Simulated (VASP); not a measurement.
# SrO in VASP: a series of runs, part 2 of 2

VASP 6.6.1. Earlier steps stand in the parts before.

### 4 Single point, PBE (the cell strained)

INCAR

```
ALGO = Normal ; EDIFF = 1E-6
ENCUT = 520 ; GGA = PE
ISIF = 2 ; ISMEAR = 0
LASPH = True ; LCHARG = False
LREAL = False ; LWAVE = False
NBANDS = 24 ; NELM = 100
PREC = Accurate ; SIGMA = 0.05
```

KPOINTS

```
k-points
0
Gamma
  9 9 4
```

POSCAR

```
SrO
1.0
    3.6066365453      0.0000000000      0.0000000000
   -1.8033182727      3.1234388704      0.0000000000
    0.0000000000      0.0000000000      6.2944353951
Sr O
2 2
Direct
    0.3333333333      0.6666666667      0.2500000000
    0.6666666667      0.3333333333      0.7500000000
    0.0000000000      0.0000000000      0.0000000000
    0.0000000000      0.0000000000      0.5000000000
```

Potentials or basis: VASP PAW PBE potentials, release 64 (Sr_sv, O).

Launch:

```
cat potpaw_PBE.64/Sr_sv/POTCAR potpaw_PBE.64/O/POTCAR > POTCAR
mpirun -np 1 vasp_std > vasp.out
```

OUTCAR:

```text
EDIFF = 1E-6
   ENCUT = 520
   GGA = PE
   ISIF = 2
   ISMEAR = 0
   LASPH = True
   LREAL = False
   NELM = 100
   PREC = Accurate

 ion  position               nearest neighbor table
   1  0.333  0.667  0.250-   3 2.61   4 2.61   3 2.61   4 2.61   3 2.61   4 2.61   2 3.77   2 3.77
                             2 3.77   2 3.77   2 3.77   2 3.77
   2  0.667  0.333  0.750-   3 2.61   4 2.61   3 2.61   4 2.61   3 2.61   4 2.61   1 3.77   1 3.77
                             1 3.77   1 3.77   1 3.77   1 3.77
   3  0.000  0.000  0.000-   1 2.61   2 2.61   1 2.61   2 2.61   2 2.61   1 2.61
   4  0.000  0.000  0.500-   1 2.61   2 2.61   1 2.61   2 2.61   2 2.61   1 2.61

  LATTYP: Found a hexagonal cell.
 ALAT       =     3.6066365453
 C/A-ratio  =     1.7452369586

  Lattice vectors:

 A1 = (   3.6066365453,   0.0000000000,   0.0000000000)
 A2 = (  -1.8033182727,   3.1234388704,   0.0000000000)
 A3 = (   0.0000000000,   0.0000000000,   6.2944353951)

Analysis of symmetry for initial positions (statically):
=====================================================================
 Subroutine PRICEL returns:
 Original cell was already a primitive cell.

 Routine SETGRP: Setting up the symmetry group for a
 hexagonal supercell.

 Subroutine GETGRP returns: Found 24 space group operations
 (whereof 12 operations were pure point group operations)
 out of a pool of 24 trial point group operations.

The static configuration has the point symmetry D_3d.
 The point group associated with its full space group is D_6h.

Analysis of symmetry for dynamics (positions and initial velocities):
=====================================================================
 Subroutine PRICEL returns:
 Original cell was already a primitive cell.

 Routine SETGRP: Setting up the symmetry group for a
 hexagonal supercell.

 Subroutine GETGRP returns: Found 24 space group operations
[... 125 lines left out ...]
   IALGO  =     38    algorithm
   IMIX   =      4    mixing-type and parameters
     AMIX     =   0.40;   BMIX     =  1.00
     AMIX_MAG =   1.60;   BMIX_MAG =  1.00
  volume/ion in A,a.u.               =      17.73       119.63
  Fermi-wavevector in a.u.,A,eV,Ry     =   1.255724  2.372974 21.454239  1.576842
  Thomas-Fermi vector in A             =   2.389466
   LORBIT       =      0    0 simple, 1 ext, 2 COOP (PROOUT), +10 PAW based schemes
   GGA     = PE    functional components
   LHFCALC =     F    Hartree Fock is set to
   AEXX    =    0.0000 exact exchange contribution
   IVDW    =     0    specifies the selected vdW correction
   LEPSILON=     F    determine dielectric tensor
   LRPA    =     F    only Hartree local field effects (RPA)
 non-spin polarized calculation
 Gauss-broadening in eV      SIGMA  =   0.05
  energy-cutoff  :      520.00
  volume of cell :       70.91
 maximum number of plane-waves:      1931
 NGX is ok and might be reduce to    28
   NGX = 13   NGY = 13   NGZ = 23

 number of electron      31.9999997 magnetization

 Free energy of the ion-electron system (eV)
  ---------------------------------------------------
  ext. energy  EPLUGINS =         0.00000000
  ---------------------------------------------------
  free energy    TOTEN  =       -23.74387922 eV

  energy without entropy =      -23.74387922  energy(sigma->0) =      -23.74387922

 E-fermi :   2.2881     XC(G=0):  -9.8230

 val. band max:        1.9981815891   @ k =   0.0000   0.0000   0.0000
 cond. band min:       4.8286630530   @ k =   0.0000   0.0000   0.0000
 fundamental gap:      2.8304814639
 Fermi energy:         2.2881302133

 k-point     1 :       0.0000    0.0000    0.0000
  band No.  band energies     occupation
      1     -31.1180      2.00000
      2     -31.0287      2.00000
      3     -14.9696      2.00000
      4     -13.4798      2.00000
      5     -12.8350      2.00000
      6     -12.8350      2.00000
[... 637 lines left out ...]
     23      11.4150      0.00000
     24      11.5053      0.00000

 [... further k-points ...]

------------------------ aborting loop because EDIFF is reached ----------------------------------------

  FORCE on cell =-STRESS in cart. coord.  units (eV):
  Direction    XX          YY          ZZ          XY          YZ          ZX
  --------------------------------------------------------------------------------------
  -------------------------------------------------------------------------------------
  Total       -0.6011825     -0.6011825     -0.7399069      0.0000000      0.0000000     -0.0000000
  in kB      -13.5839086    -13.5839086    -16.7184297      0.0000000      0.0000000     -0.0000000
  external PRESSURE =     -14.6287490 kB  Pullay stress =       0.0000000 kB

 VOLUME and BASIS-vectors are now :
 -----------------------------------------------------------------------------
  energy-cutoff  :      520.00
  volume of cell :       70.91
      direct lattice vectors                 reciprocal lattice vectors
     3.606636545  0.000000000  0.000000000     0.277266641  0.160079970  0.000000000
    -1.803318273  3.123438870  0.000000000     0.000000000  0.320159940  0.000000000
     0.000000000  0.000000000  6.294435395     0.000000000  0.000000000  0.158870484

 POSITION                                       TOTAL-FORCE (eV/Angst)
 -----------------------------------------------------------------------------------
     -0.00000      2.08229      1.57361         0.000000      0.000000      0.000000
      1.80332      1.04115      4.72083        -0.000000      0.000000     -0.000000
      0.00000      0.00000      0.00000        -0.000000      0.000000      0.000000
      0.00000      0.00000      3.14722         0.000000      0.000000      0.000000
 -----------------------------------------------------------------------------------
    total drift:                               -0.000000      0.000000     -0.000000

  FREE ENERGIE OF THE ION-ELECTRON SYSTEM (eV)
  ---------------------------------------------------
  free  energy   TOTEN  =       -23.7438792154 eV

  energy  without entropy=      -23.7438792154  energy(sigma->0) =      -23.74387922
```

stdout:

```text
POSCAR found type information on POSCAR SrO
 POSCAR found :  2 types and       4 ions
 scaLAPACK will be used
 LDA part: xc-table for (Slater+PW92), standard interpolation
 POSCAR, INCAR and KPOINTS ok, starting setup
 FFT: planning ... GRIDC
 FFT: planning ... GRID_SOFT
 FFT: planning ... GRID
 WAVECAR not read
 entering main loop
```

Wall time 24 s (1 thread of Intel Xeon 6975P-C (Granite Rapids), shared host); peak memory 0.21 GiB.

What came out:

| Property | Result |
| --- | --- |
| Free energy | -23.7439 eV |
| Pressure | -1.5 GPa |
| Band gap on the k mesh | 2.83 eV |

Caveat: the cell differs from its parent crystal (the cell strained); an odd mesh through Γ misses points on the zone boundary, where band edges can lie.

### 5 Single point, PBE (atoms displaced along a vibrational mode, the cell strained)

INCAR

```
PREC     = Accurate       # precision mode
ENCUT    = 520            # plane-wave cutoff, eV
EDIFF    = 1E-7           # SCF threshold, eV
ISMEAR   = 0              # smearing method
SIGMA    = 0.05           # smearing width, eV
LREAL    = False          # projectors in reciprocal space
LASPH    = True           # aspherical terms in the spheres
NELM     = 60             # most SCF steps
ALGO     = Normal         # electronic algorithm
ISIF     = 2              # what is computed and relaxed
LWAVE    = False          # write WAVECAR
LCHARG   = False          # write CHGCAR
GGA      = PE             # functional
NBANDS   = 24             # bands
```

KPOINTS

```
regular mesh
0
Gamma
  9 9 4
```

POSCAR

```
SrO
1.0
    3.6066365453      0.0000000000      0.0000000000
   -1.8033182727      3.1234388704      0.0000000000
    0.0000000000      0.0000000000      6.2944353951
Sr O
2 2
Direct
    0.3333333333      0.6666666667      0.2517315869
    0.6666666667      0.3333333333      0.7517315869
    0.0000000000      0.0000000000     -0.0094831953
    0.0000000000      0.0000000000      0.4905168047
```

Launch:

```
cat potpaw_PBE.64/Sr_sv/POTCAR potpaw_PBE.64/O/POTCAR > POTCAR
mpirun -np 1 vasp_std > vasp.out
```

Wall time 27 s (1 thread of Intel Xeon 6975P-C (Granite Rapids), shared host); peak memory 0.2 GiB.

Results (log left out):

```yaml
Free_energy: -23.7351 eV
Pressure: -1.3 GPa
Largest_force: 0.125 eV/Å
Band_gap_on_the_k_mesh: 2.85 eV
```

Forces on the atoms (eV/Å):
```
Sr   0.000  0.000 -0.125
Sr   0.000  0.000 -0.125
O    0.000  0.000  0.125
O    0.000  0.000  0.125
```

Stress tensor (GPa, compression positive):
```
-1.21  0.00  0.00
 0.00 -1.21  0.00
 0.00  0.00 -1.50
```

Levels at points of the mesh, in eV from the valence-band top:
| k point | band 12 | band 13 | band 14 | band 15 | band 16 | band 17 | band 18 | band 19 | band 20 | band 21 |
| --- | --- | --- | --- | --- | --- | --- | --- | --- | --- | --- |
| (0.00, 0.00, 0.00) | -0.97 | -0.97 | -0.72 | -0.72 | 0.00 | 2.85 | 4.93 | 5.14 | 6.10 | 6.10 |
| (0.00, 0.00, 0.50) | -1.56 | -0.87 | -0.87 | -0.87 | -0.87 | 4.48 | 4.48 | 5.83 | 5.83 | 7.02 |

Caveat: the cell differs from its parent crystal (atoms displaced along a vibrational mode, the cell strained); an odd mesh through Γ misses points on the zone boundary, where band edges can lie.

### 6 Single point, PBE (atoms displaced along a vibrational mode, the cell strained)

INCAR

```
SYSTEM = SrO
PREC = Accurate
ENCUT = 520
EDIFF = 1E-7
ISMEAR = 0
SIGMA = 0.05
LREAL = .FALSE.
LASPH = .TRUE.
NELM = 60
ALGO = Normal
ISIF = 2
LWAVE = .FALSE.
LCHARG = .FALSE.
GGA = PE
NBANDS = 24
```

KPOINTS

```
Automatic mesh
0
G
  9 9 4
  0 0 0
```

POSCAR

```
SrO
1.0
    3.6366829075      0.0000000000      0.0000000000
   -1.8183414538      3.1494597834      0.0000000000
    0.0000000000      0.0000000000      6.3468734168
Sr O
2 2
Direct
    0.3333333333      0.6666666667      0.2525973803
    0.6666666667      0.3333333333      0.7525973803
    0.0000000000      0.0000000000     -0.0142247929
    0.0000000000      0.0000000000      0.4857752071
```

Potentials or basis: VASP PAW PBE potentials, release 64 (Sr_sv, O).

Launch:

```
cat potpaw_PBE.64/Sr_sv/POTCAR potpaw_PBE.64/O/POTCAR > POTCAR
mpirun -np 1 vasp_std > vasp.out
```

Run time: 26 s. Hardware: 1 thread of Intel Xeon 6975P-C (Granite Rapids), shared host; peak memory 0.2 GiB.

The run converged. Its results:

```yaml
Free_energy: -23.7024 eV
Pressure: -2.9 GPa
Largest_force: 0.156 eV/Å
Band_gap_on_the_k_mesh: 2.74 eV
```

Forces on the atoms (eV/Å):
```
Sr   0.000  0.000 -0.156
Sr   0.000  0.000 -0.156
O    0.000  0.000  0.156
O    0.000  0.000  0.156
```

Stress tensor (GPa, compression positive):
```
-2.75  0.00  0.00
 0.00 -2.75  0.00
 0.00  0.00 -3.26
```

Levels at points of the mesh, in eV from the valence-band top:
```tsv
k point	band 12	band 13	band 14	band 15	band 16	band 17	band 18	band 19	band 20	band 21
(0.00, 0.00, 0.00)	-0.92	-0.92	-0.68	-0.68	0.00	2.74	4.89	5.18	6.08	6.08
(0.00, 0.00, 0.50)	-1.51	-0.82	-0.82	-0.82	-0.82	4.37	4.37	5.79	5.79	6.96
```

Caveat: the cell differs from its parent crystal (atoms displaced along a vibrational mode, the cell strained); an odd mesh through Γ misses points on the zone boundary, where band edges can lie.

### 7 Summary

| cell | gap on the mesh (eV) | pressure (GPa) | largest force (eV/Å) |
| --- | --- | --- | --- |
| a = 3.607, b = 3.607, c = 6.294 Å, angles 90.0, 90.0, 120.0°, 4 atoms, atomic positions A | 2.84 | -1.4 | 0.06 |
| a = 3.607, b = 3.607, c = 6.294 Å, angles 90.0, 90.0, 120.0°, 4 atoms, atomic positions B | 2.88 | -1.1 | 0.19 |
| a = 3.607, b = 3.607, c = 6.294 Å, angles 90.0, 90.0, 120.0°, 4 atoms, atomic positions C | 2.83 | -1.5 | - |
| a = 3.607, b = 3.607, c = 6.294 Å, angles 90.0, 90.0, 120.0°, 4 atoms, atomic positions D | 2.85 | -1.3 | 0.12 |
| a = 3.637, b = 3.637, c = 6.347 Å, angles 90.0, 90.0, 120.0°, 4 atoms, atomic positions B | 2.74 | -2.9 | 0.16 |

Alike in all rows: task single point; level PBE; potentials or basis VASP PAW PBE potentials, release 64 (Sr_sv, O); no spin polarisation; k mesh 9 × 9 × 4; cutoff (eV) 520; smearing gaussian 0.05 eV.

Caveats: an odd mesh through Γ misses points on the zone boundary, where band edges can lie.

Total energies depend on the potentials used, so only differences within one code and one set of settings carry meaning.
